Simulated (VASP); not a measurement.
Write the native input for VASP 6.6.1 that does the following.

| Item | Value |
| --- | --- |
| Task | single point |
| Functional | PBEsol |
| Potentials or basis | VASP PAW PBE potentials, release 64 (Zn, O) |
| Cutoff | 520 eV |
| k mesh | 9 × 9 × 6 |
| Occupations | gaussian, width 0.05 eV |
| Spin | no spin polarisation |
| Dipole correction | no |
| Further INCAR settings | ALGO = Normal; EDIFF = 1e-06; NBANDS = 26 |

The structure of ZnO lies in POSCAR:

```
ZnO
1.0
    3.2027414341      0.0000000000      0.0000000000
   -1.6013707170      2.7736554437      0.0000000000
    0.0000000000      0.0000000000      5.3075831045
Zn O
2 2
Direct
    0.3333333333      0.6666666667      0.0015754469
    0.6666666667      0.3333333333      0.5015754469
    0.3333333333      0.6666666667      0.3805245531
    0.6666666667      0.3333333333      0.8805245531
```

This cell differs from its parent crystal: c/a of the conventional cell at fixed volume 1.6572.

The input as run:

INCAR

```
PREC = Accurate
ENCUT = 520
EDIFF = 1E-6
ISMEAR = 0
SIGMA = 0.05
LREAL = False
LASPH = True
NELM = 60
ALGO = Normal
ISIF = 2
LWAVE = False
LCHARG = False
GGA = PS
NBANDS = 26
```

KPOINTS

```
Automatic mesh
0
Gamma
  9 9 6
```

Potentials or basis: VASP PAW PBE potentials, release 64 (Zn, O).

The run is started by

```bash
$ cat potpaw_PBE.64/Zn/POTCAR potpaw_PBE.64/O/POTCAR > POTCAR
$ mpirun -np 1 vasp_std > vasp.out
```

It gave:

```
Pressure               : 0.9 GPa
Largest force          : 0.222 eV/Å
Band gap on the k mesh : 0.65 eV, direct
```

Caveat: the PAW data sets were made with another functional, which shifts forces and pressure a little.

Wall time 16 s on 1 thread of Intel(R) Xeon(R) 6975P-C (Granite Rapids), on a shared host, peak memory 0.18 GiB.
